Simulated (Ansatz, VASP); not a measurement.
**TaBi in VASP and in Ansatz**

INCAR

```
SYSTEM = TaBi
ALGO = Fast ; EDIFF = 1E-6
ENCUT = 520 ; GGA = CA
ISIF = 2 ; ISMEAR = 0
LASPH = .TRUE. ; LCHARG = .FALSE.
LREAL = .FALSE. ; LWAVE = .FALSE.
NBANDS = 20 ; NELM = 80
PREC = Accurate ; SIGMA = 0.05
```

The input KPOINTS:

```
k-points
0
G
  10 10 10
  0 0 0
```

File POSCAR:

```
TaBi
1.0
    0.0000000000      3.2304824722      3.2304824722
    3.2304824722      0.0000000000      3.2304824722
    3.2304824722      3.2304824722      0.0000000000
Ta Bi
1 1
Direct
    0.0000000000      0.0000000000      0.0000000000
    0.2500000000      0.2500000000      0.2500000000
```

Input for Ansatz:

```yaml
crystal:
  lattice:
    - [0.0, 3.2304824722, 3.2304824722]
    - [3.2304824722, 0.0, 3.2304824722]
    - [3.2304824722, 3.2304824722, 0.0]
  atoms:
    - { symbol: Ta, position: [0.0, 0.0, 0.0] }
    - { symbol: Bi, position: [0.25, 0.25, 0.25] }
basis:
  ecutwfc: 420
  ecutrho_ratio: 4
kpoints:
  mp_grid: { grid: [10, 10, 10] }
hamiltonian:
  xc: lda
scf:
  occupations: { method: gaussian, width: 0.05 }
output:
  forces: true
  stress: true
  eigenvalues: true
  populations: true
```

Alike in both runs: task single point; functional LDA; k mesh 10 × 10 × 10; occupations gaussian, width 0.05 eV; no spin polarisation.

|  | VASP | Ansatz |
| --- | --- | --- |
| version | VASP 6.6.1 | Ansatz 0.2.0 |
| potentials or method | VASP PAW LDA potentials, release 64 (Ta_pv, Bi_d), cutoff 520 eV | scalar-relativistic, plane waves, PAW |
| valence electrons in the cell | 26 | 28 |

|  | VASP | Ansatz | Ansatz less VASP |
| --- | --- | --- | --- |
| gap on the k mesh at the Fermi level (eV) | none | none | - |
| pressure (GPa) | -4.2 | -4.3 | -0.11 |

LDA's correlation is that of Perdew and Zunger in VASP and of Perdew and Wang (1992) in Ansatz. A gap of «none» marks a metal or a gap that the smearing closes. VASP's potentials hold 26 valence electrons a cell and Ansatz's 28, so a difference there can come from the potentials and not from the codes.

Spin-orbit coupling is off throughout.
